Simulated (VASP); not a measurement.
A run of VASP 6.6.1:

INCAR

```
PREC     = Accurate       # precision mode
ENCUT    = 520            # plane-wave cutoff, eV
EDIFF    = 1E-7           # SCF threshold, eV
ISMEAR   = -1             # smearing method
SIGMA    = 0.05           # smearing width, eV
LREAL    = False          # projectors in reciprocal space
LASPH    = True           # aspherical terms in the spheres
NELM     = 60             # most SCF steps
ALGO     = Normal         # electronic algorithm
ISIF     = 2              # what is computed and relaxed
LWAVE    = False          # write WAVECAR
LCHARG   = True           # write CHGCAR
GGA      = PS             # functional
LELF     = True           # ELF
LVHAR    = True         
NBANDS   = 16             # bands
```

File KPOINTS:

```
regular mesh
0
Gamma
  8 8 4
```

File POSCAR:

```
AgB2
1.0
    3.0085111556      0.0000000000      0.0000000000
   -1.5042555778      2.6054470883      0.0000000000
    0.0000000000      0.0000000000      3.9436456687
Ag B
1 2
Direct
    0.0000000000      0.0000000000      0.0000000000
    0.3333333333      0.6666666667      0.4999219566
    0.6666666667      0.3333333333      0.5000780434
```

Potentials or basis: VASP PAW PBE potentials, release 64 (Ag, B).

Launch:

```sh
$ cat potpaw_PBE.64/Ag/POTCAR potpaw_PBE.64/B/POTCAR > POTCAR
$ mpirun -np 1 vasp_std > vasp.out
```

Hardware: 1 thread of Intel(R) Xeon(R) Platinum 8488C (Sapphire Rapids), with other jobs on the host.

Q: Estimate the wall time of this run.

A: Run time: 18 s on 1 thread of Intel(R) Xeon(R) Platinum 8488C (Sapphire Rapids), with other jobs on the host, peak memory 0.15 GiB. Counts: scf iterations 14, k points 35.
